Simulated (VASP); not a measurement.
Runs of VASP 6.6.1 on AlN. The structure is that of space group P6_3mc (No. 186), or close to it. The cells are those of the table. 

| task | cell | cutoff (eV) | gap on the mesh (eV) | pressure (GPa) | largest force (eV/Å) |
| --- | --- | --- | --- | --- | --- |
| relaxation of shape and atoms at fixed volume | relaxed from a = 3.137, b = 3.137, c = 5.028 Å, angles 90.0, 90.0, 120.0°, 4 atoms | 600 | 4.66 | -6.2 | 0.01 |
| relaxation of shape and atoms at fixed volume | relaxed from a = 3.075, b = 3.075, c = 4.928 Å, angles 90.0, 90.0, 120.0°, 4 atoms | 600 | 5.19 | 6.5 | - |
| relaxation of shape and atoms at fixed volume | relaxed from a = 3.045, b = 3.045, c = 4.870 Å, angles 90.0, 90.0, 120.0°, 4 atoms | 600 | (b) | 14.4 | 0.01 |
| single point | a = 3.136, b = 3.136, c = 5.033 Å, angles 90.0, 90.0, 120.0°, 4 atoms | 520 | 4.66 | -6.3 | - |
| single point | a = 3.164, b = 3.164, c = 5.087 Å, angles 90.0, 90.0, 120.0°, 4 atoms | 520 | 4.41 | (a) | - |

Alike in all rows: level r2SCAN; potentials or basis VASP PAW PBE potentials, release 64 (Al, N); no spin polarisation; k mesh 9 × 9 × 6; smearing gaussian 0.02 eV.

Question: Estimate the missing entries.

Answer: (a) -11.3; (b) 5.48.

Caveats: the PAW data sets were made with another functional, which shifts forces and pressure a little; an odd mesh through Γ misses points on the zone boundary, where band edges can lie (at least some runs); the cell stands under tension (at least some runs).
